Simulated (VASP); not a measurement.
# HCl (I4mm) in VASP: further runs

Runs on HCl. Level: LDA. Tasks: vibrations by perturbation theory.

Everything below comes from runs of VASP 6.6.1. Logs are shortened: lines on timing, memory, paths and dates and some standing lists are left out, and cuts for length are marked.

### 1 The cell of the first run

The structure is tetragonal, space group I4mm (No. 107). The conventional cell has a = 2.907 Å, b = 2.907 Å, c = 4.165 Å, α = 90.00°, β = 90.00°, γ = 90.00°. Within 1.8 Å of H (site symmetry 4mm) lie 1 Cl at 1.31 Å. Within 1.8 Å of Cl (site symmetry 4mm) lie 1 H at 1.31 Å.

### 2 Vibrations by perturbation theory, LDA

Contents of INCAR:

```
SYSTEM = HCl
PREC = Accurate ; ENCUT = 520
EDIFF = 1E-8 ; ISMEAR = 0
SIGMA = 0.01 ; LREAL = .FALSE.
LASPH = .TRUE. ; NELM = 80
ALGO = Normal ; ISIF = 2
LWAVE = .FALSE. ; LCHARG = .TRUE.
IBRION = 8 ; NSW = 1
LEPSILON = .TRUE.
```

Contents of KPOINTS:

```
Automatic mesh
0
G
  10 10 10
  0 0 0
```

Contents of POSCAR:

```
HCl
1.0
   -1.4536161319      1.4536165755      2.0822507235
    1.4536161319     -1.4536165755      2.0822507235
    1.4536161319      1.4536165755     -2.0822507235
H Cl
1 1
Direct
    0.6765221156      0.6765221156      0.0000000000
    0.9914778844      0.9914778844      0.0000000000
```

Potentials or basis: VASP PAW LDA potentials, release 64 (H, Cl).

On the command line:

```console
> cat potpaw_LDA.64/H/POTCAR potpaw_LDA.64/Cl/POTCAR > POTCAR
> mpirun -np 1 vasp_std > vasp.out
```

OUTCAR:

```text
SYSTEM = HCl
   PREC = Accurate
   ENCUT = 520
   EDIFF = 1E-8
   ISMEAR = 0
   LREAL = .FALSE.
   LASPH = .TRUE.
   NELM = 80
   ISIF = 2
   IBRION = 8
   NSW = 1
   LEPSILON = .TRUE.

 ion  position               nearest neighbor table
   1  0.677  0.677  0.000-   2 1.31
   2  0.991  0.991  0.000-   1 1.31

  LATTYP: Found a body centered tetragonal cell.
 ALAT       =     2.9072322638
 C/A-ratio  =     1.4324625861

  Lattice vectors:

 A1 = (  -1.4536161319,   1.4536165755,   2.0822507235)
 A2 = (   1.4536161319,  -1.4536165755,   2.0822507235)
 A3 = (   1.4536161319,   1.4536165755,  -2.0822507235)

Analysis of symmetry for initial positions (statically):
=====================================================================
 Subroutine PRICEL returns:
 Original cell was already a primitive cell.

 Routine SETGRP: Setting up the symmetry group for a
 body centered tetragonal supercell.

 Subroutine GETGRP returns: Found  8 space group operations
 (whereof  8 operations were pure point group operations)
 out of a pool of 16 trial point group operations.

The static configuration has the point symmetry C_4v.

Analysis of symmetry for dynamics (positions and initial velocities):
=====================================================================
 Subroutine PRICEL returns:
 Original cell was already a primitive cell.

 Routine SETGRP: Setting up the symmetry group for a
 body centered tetragonal supercell.

 Subroutine GETGRP returns: Found  8 space group operations
 (whereof  8 operations were pure point group operations)
 out of a pool of 16 trial point group operations.

The dynamic configuration has the point symmetry C_4v.

 Subroutine INISYM returns: Found  8 space group operations
 (whereof  8 operations are pure point group operations),
 and found     1 'primitive' translations

[... 506 lines left out ...]
     0.00000 -0.82560 -0.00000
     0.00000 -0.00000-26.85847

 MACROSCOPIC STATIC DIELECTRIC TENSOR (including local field effects in DFT)
 ------------------------------------------------------
           5.239053     0.000000     0.000000
           0.000000     5.239056     0.000000
           0.000000     0.000000     5.259951
 ------------------------------------------------------

 PIEZOELECTRIC TENSOR (including local field effects)  for field in x, y, z        (e  Angst)
          XX          YY          ZZ          XY          YZ          ZX
  --------------------------------------------------------------------------------
  x    -0.00000     0.00000     0.00000     0.00000     0.00000     0.08223
  y     0.00000     0.00000     0.00000     0.00000     0.08223     0.00000
  z     0.30170     0.30170    -0.80850     0.00000     0.00000     0.00000

 PIEZOELECTRIC TENSOR (including local field effects)  for field in x, y, z        (C/m^2)
          XX          YY          ZZ          XY          YZ          ZX
  --------------------------------------------------------------------------------
  x    -0.00000     0.00000     0.00000     0.00000     0.00000     0.07486
  y     0.00000     0.00000     0.00000     0.00000     0.07486     0.00000
  z     0.27466     0.27466    -0.73604     0.00000     0.00000     0.00000

 BORN EFFECTIVE CHARGES (including local field effects) (in |e|, cummulative output)
 ---------------------------------------------------------------------------------
 ion    1
    1     0.79349     0.00000     0.00000
    2     0.00000     0.79349     0.00000
    3     0.00000     0.00000     1.05968
 ion    2
    1    -0.79349    -0.00000    -0.00000
    2     0.00000    -0.79349     0.00000
    3     0.00000    -0.00000    -1.05968

 INTERNAL STRAIN TENSOR FOR ION    2 for displacements in x,y,z  (eV/Angst):
          X           Y           Z          XY          YZ          ZX
  --------------------------------------------------------------------------------
  x     0.00000     0.00000     0.00000     0.00000     0.00000    -0.76710
  y     0.00000    -0.00000     0.00000     0.00000     0.20919     0.00000
  z    -0.82560    -0.82560   -26.85847     0.00000     0.00000     0.00000

 SECOND DERIVATIVES (NOT SYMMETRIZED)
 ------------------------------------
               1X          1Y          1Z          2X          2Y          2Z
  1X     0.312010   -0.000000    0.000000   -0.312010    0.000000    0.000000
  1Y     0.000000    0.312010   -0.000000    0.000000   -0.312010    0.000000
  1Z     0.000000   -0.000000  -22.215920    0.000000    0.000000   22.215920
  2X    -0.317636    0.000000    0.000000    0.317636    0.000000    0.000000
  2Y     0.000000   -0.317636   -0.000000    0.000000    0.317636    0.000000
  2Z     0.000000    0.000000   22.207436    0.000000   -0.000000  -22.207436

 Eigenvectors and eigenvalues of the dynamical matrix
 ----------------------------------------------------

   1 f  =   74.717227 THz   469.462183 2PiTHz 2492.298425 cm-1   309.005483 meV
             X         Y         Z           dx          dy          dz
      0.000000  0.000000  2.817377     0.000000    0.000000    0.986193
      0.000000  0.000000  4.129011     0.000000    0.000000   -0.165597
[... 21 lines left out ...]
   6 f/i=    8.856923 THz    55.649687 2PiTHz  295.435141 cm-1    36.629273 meV
             X         Y         Z           dx          dy          dz
      0.000000  0.000000  2.817377    -0.000000   -0.985943    0.000000
      0.000000  0.000000  4.129011     0.000000    0.167079    0.000000

--------------------------------------------------------------------------------------------------------

 MACROSCOPIC STATIC DIELECTRIC TENSOR IONIC CONTRIBUTION
 ------------------------------------------------------
           0.000000     0.000000     0.000000
           0.000000     0.000000     0.000000
           0.000000     0.000000     0.519807
 ------------------------------------------------------

 ELASTIC MODULI CONTR FROM IONIC RELAXATION (kBar)
 Direction    XX          YY          ZZ          XY          YZ          ZX
 --------------------------------------------------------------------------------
 XX          -2.0632     -2.0632    -78.7297      0.0000     -0.0000      0.0000
 YY          -2.0632     -2.0632    -78.7297      0.0000     -0.0000      0.0000
 ZZ         -78.7297    -78.7297  -3004.1882      0.0000     -0.0000      0.0000
 XY           0.0000      0.0000      0.0000      0.0000      0.0000      0.0000
 YZ          -0.0000     -0.0000     -0.0000      0.0000     -0.0000      0.0000
 ZX           0.0000      0.0000      0.0000      0.0000      0.0000      0.0000
 --------------------------------------------------------------------------------

 PIEZOELECTRIC TENSOR IONIC CONTR  for field in x, y, z        (C/m^2)
          XX          YY          ZZ          XY          YZ          ZX
  --------------------------------------------------------------------------------
  x     0.00000     0.00000     0.00000     0.00000     0.00000     0.00000
  y     0.00000     0.00000     0.00000     0.00000     0.00000     0.00000
  z     0.03082     0.03082     1.17586     0.00000     0.00000     0.00000
```

stdout:

```text
POSCAR found type information on POSCAR H Cl
 POSCAR found :  2 types and       2 ions
 scaLAPACK will be used
 LDA part: xc-table for (Slater(with rela. corr.)+CA(PZ))
 , standard interpolation
 POSCAR, INCAR and KPOINTS ok, starting setup
 FFT: planning ... GRIDC
 FFT: planning ... GRID_SOFT
 FFT: planning ... GRID
 WAVECAR not read
[... 33 lines left out ...]
 force on displaced ion       1 direction 3 :   0.000   0.000 -22.216
 Born effective charge ion    1 direction 3 :   0.000   0.000   1.058
 Linear response progress:
 first order change of Fermi-energy   0.13651E-02
 force on displaced ion       2 direction 1 :   0.318   0.000   0.000
 Born effective charge ion    2 direction 1 :  -0.795   0.000  -0.000
 Linear response progress:
 first order change of Fermi-energy   0.12671E+01
 force on displaced ion       2 direction 3 :  -0.000   0.000 -22.207
 Born effective charge ion    2 direction 3 :   0.000   0.000  -1.060
 Born effective charges drift removed
 Linear response finished
```

Run time: 5.6 min. Hardware: 1 thread of AMD EPYC 7R43 (Zen 3), shared host; peak memory 0.2 GiB.

What came out:

```yaml
Electronic_dielectric_tensor_diagonal: 5.24, 5.24, 5.26
Born_charges_mean_of_the_diagonal: H +0.88; Cl -0.88 e
Highest_phonon_frequency_at_Γ_LO-TO_splitting_left_out: 2492 cm⁻¹
Most_unstable_mode: 295i cm⁻¹
```

Phonon frequencies in cm⁻¹ (negative: imaginary):
| q point | frequencies |
| --- | --- |
| (0.000, 0.000, 0.000) | -295 -295 0 0 0 2492 |

Electronic dielectric tensor:
```
5.24 0.00 0.00
0.00 5.24 0.00
0.00 0.00 5.26
```

Born effective charge tensors (e):
atom 1, H
```
0.79 0.00 0.00
0.00 0.79 0.00
0.00 0.00 1.06
```
atom 2, Cl
```
-0.79  0.00  0.00
 0.00 -0.79  0.00
 0.00  0.00 -1.06
```

Caveat: the cell stands under pressure or tension, which shifts response properties; some modes are imaginary.

### 3 Vibrations by perturbation theory, LDA

This run uses another cell than the first one, of 9.41 Å³/atom.

Contents of INCAR:

```
SYSTEM = HCl
PREC = Accurate
ENCUT = 520
EDIFF = 1E-8
ISMEAR = 0
SIGMA = 0.01
LREAL = .FALSE.
LASPH = .TRUE.
NELM = 100
ALGO = Normal
ISIF = 2
LWAVE = .FALSE.
LCHARG = .FALSE.
GGA = CA
IBRION = 8
NSW = 1
LEPSILON = .TRUE.
```

KPOINTS is that of step 2.

Contents of POSCAR:

```
HCl
1.0
   -1.4877844777      1.4877844141      2.1263761644
    1.4877844777     -1.4877844141      2.1263761644
    1.4877844777      1.4877844141     -2.1263761644
H Cl
1 1
Direct
    0.6797459322      0.6797459322      0.0000000000
    0.9882540678      0.9882540678      0.0000000000
```

Potentials or basis: VASP PAW LDA potentials, release 64 (H, Cl).

On the command line:

```console
> cat potpaw_LDA.64/H/POTCAR potpaw_LDA.64/Cl/POTCAR > POTCAR
> mpirun -np 1 vasp_std > vasp.out
```

OUTCAR:

```text
SYSTEM = HCl
   PREC = Accurate
   ENCUT = 520
   EDIFF = 1E-8
   ISMEAR = 0
   LREAL = .FALSE.
   LASPH = .TRUE.
   NELM = 100
   ISIF = 2
   GGA = CA
   IBRION = 8
   NSW = 1
   LEPSILON = .TRUE.

 ion  position               nearest neighbor table
   1  0.680  0.680  0.000-   2 1.31
   2  0.988  0.988  0.000-   1 1.31

  LATTYP: Found a body centered tetragonal cell.
 ALAT       =     2.9755689554
 C/A-ratio  =     1.4292232486

  Lattice vectors:

 A1 = (  -1.4877844777,   1.4877844141,   2.1263761644)
 A2 = (   1.4877844777,  -1.4877844141,   2.1263761644)
 A3 = (   1.4877844777,   1.4877844141,  -2.1263761644)

Analysis of symmetry for initial positions (statically):
=====================================================================
 Subroutine PRICEL returns:
 Original cell was already a primitive cell.

 Routine SETGRP: Setting up the symmetry group for a
 body centered tetragonal supercell.

 Subroutine GETGRP returns: Found  8 space group operations
 (whereof  8 operations were pure point group operations)
 out of a pool of 16 trial point group operations.

The static configuration has the point symmetry C_4v.

Analysis of symmetry for dynamics (positions and initial velocities):
=====================================================================
 Subroutine PRICEL returns:
 Original cell was already a primitive cell.

 Routine SETGRP: Setting up the symmetry group for a
 body centered tetragonal supercell.

 Subroutine GETGRP returns: Found  8 space group operations
 (whereof  8 operations were pure point group operations)
[... 532 lines left out ...]
          XX          YY          ZZ          XY          YZ          ZX
  --------------------------------------------------------------------------------
  x     0.00000     0.00000    -0.00000     0.00000     0.00000     0.08627
  y     0.00000     0.00000     0.00000     0.00000     0.08627     0.00000
  z     0.23934     0.23934    -0.61611     0.00000     0.00000     0.00000

 BORN EFFECTIVE CHARGES (including local field effects) (in |e|, cummulative output)
 ---------------------------------------------------------------------------------
 ion    1
    1     0.72104    -0.00000     0.00000
    2     0.00000     0.72104     0.00000
    3     0.00000     0.00000     0.99554
 ion    2
    1    -0.72104     0.00000     0.00000
    2    -0.00000    -0.72104     0.00000
    3    -0.00000    -0.00000    -0.99554

 INTERNAL STRAIN TENSOR FOR ION    2 for displacements in x,y,z  (eV/Angst):
          X           Y           Z          XY          YZ          ZX
  --------------------------------------------------------------------------------
  x     0.00000     0.00000     0.00000     0.00000     0.00000    -0.90353
  y     0.00000    -0.00000     0.00000     0.00000     0.05631     0.00000
  z    -0.78269    -0.78269   -27.72917     0.00000     0.00000     0.00000

 SECOND DERIVATIVES (NOT SYMMETRIZED)
 ------------------------------------
               1X          1Y          1Z          2X          2Y          2Z
  1X     0.203805    0.000000    0.000000   -0.203805   -0.000000    0.000000
  1Y    -0.000000    0.203805    0.000000    0.000000   -0.203805    0.000000
  1Z     0.000000    0.000000  -22.669276    0.000000    0.000000   22.669276
  2X    -0.195027    0.000000    0.000000    0.195027    0.000000    0.000000
  2Y     0.000000   -0.195027    0.000000    0.000000    0.195027   -0.000000
  2Z     0.000000    0.000000   22.677814    0.000000    0.000000  -22.677814

 Eigenvectors and eigenvalues of the dynamical matrix
 ----------------------------------------------------

   1 f  =   75.476532 THz   474.233034 2PiTHz 2517.626095 cm-1   312.145713 meV
             X         Y         Z           dx          dy          dz
      0.000000  0.000000  2.890791     0.000000    0.000000    0.986183
      0.000000  0.000000  4.202800    -0.000000    0.000000   -0.165658
[... 21 lines left out ...]
   6 f/i=    7.152282 THz    44.939111 2PiTHz  238.574435 cm-1    29.579447 meV
             X         Y         Z           dx          dy          dz
      0.000000  0.000000  2.890791     0.986766   -0.000000   -0.000000
      0.000000  0.000000  4.202800    -0.162154    0.000000   -0.000000

--------------------------------------------------------------------------------------------------------

 MACROSCOPIC STATIC DIELECTRIC TENSOR IONIC CONTRIBUTION
 ------------------------------------------------------
           0.000000     0.000000     0.000000
           0.000000     0.000000     0.000000
           0.000000     0.000000     0.420130
 ------------------------------------------------------

 ELASTIC MODULI CONTR FROM IONIC RELAXATION (kBar)
 Direction    XX          YY          ZZ          XY          YZ          ZX
 --------------------------------------------------------------------------------
 XX          -1.7256     -1.7256    -71.0691      0.0000      0.0000      0.0000
 YY          -1.7256     -1.7256    -71.0691      0.0000      0.0000      0.0000
 ZZ         -71.0691    -71.0691  -2926.9126      0.0000      0.0000      0.0000
 XY           0.0000      0.0000      0.0000      0.0000      0.0000      0.0000
 YZ           0.0000      0.0000      0.0000      0.0000      0.0000      0.0000
 ZX           0.0000      0.0000      0.0000      0.0000      0.0000      0.0000
 --------------------------------------------------------------------------------

 PIEZOELECTRIC TENSOR IONIC CONTR  for field in x, y, z        (C/m^2)
          XX          YY          ZZ          XY          YZ          ZX
  --------------------------------------------------------------------------------
  x     0.00000     0.00000     0.00000     0.00000     0.00000     0.00000
  y     0.00000     0.00000     0.00000     0.00000     0.00000     0.00000
  z     0.02534     0.02534     1.04344     0.00000     0.00000     0.00000
```

stdout:

```text
POSCAR found type information on POSCAR H Cl
 POSCAR found :  2 types and       2 ions
 scaLAPACK will be used
 LDA part: xc-table for (Slater(with rela. corr.)+CA(PZ))
 , standard interpolation
 POSCAR, INCAR and KPOINTS ok, starting setup
 FFT: planning ... GRIDC
 FFT: planning ... GRID_SOFT
 FFT: planning ... GRID
 WAVECAR not read
[... 33 lines left out ...]
 force on displaced ion       1 direction 3 :  -0.000  -0.000 -22.669
 Born effective charge ion    1 direction 3 :   0.000   0.000   0.994
 Linear response progress:
 first order change of Fermi-energy   0.37808E-02
 force on displaced ion       2 direction 1 :   0.195  -0.000   0.000
 Born effective charge ion    2 direction 1 :  -0.722   0.000  -0.000
 Linear response progress:
 first order change of Fermi-energy   0.13925E+01
 force on displaced ion       2 direction 3 :   0.000   0.000 -22.678
 Born effective charge ion    2 direction 3 :   0.000   0.000  -0.995
 Born effective charges drift removed
 Linear response finished
```

It took 5.5 min on 1 thread of AMD EPYC 7R43 (Zen 3), shared host; peak memory 0.21 GiB.

Results:

| Property | Result |
| --- | --- |
| Electronic dielectric tensor (diagonal) | 4.73, 4.73, 4.83 |
| Born charges (mean of the diagonal) | H +0.81; Cl -0.81 e |
| Highest phonon frequency at Γ, LO-TO splitting left out | 2518 cm⁻¹ |
| Most unstable mode | 239i cm⁻¹ |

Phonon frequencies in cm⁻¹ (negative: imaginary):
```tsv
q point	frequencies
(0.000, 0.000, 0.000)	-239 -239 0 1 1 2518
```

Electronic dielectric tensor:
```
4.73 0.00 0.00
0.00 4.73 0.00
0.00 0.00 4.83
```

Born effective charge tensors (e):
atom 1, H
```
0.72 0.00 0.00
0.00 0.72 0.00
0.00 0.00 1.00
```
atom 2, Cl
```
-0.72  0.00  0.00
 0.00 -0.72  0.00
 0.00  0.00 -1.00
```

Caveat: the cell stands under pressure or tension, which shifts response properties; some modes are imaginary.

(Continued in part 2 of 3.)
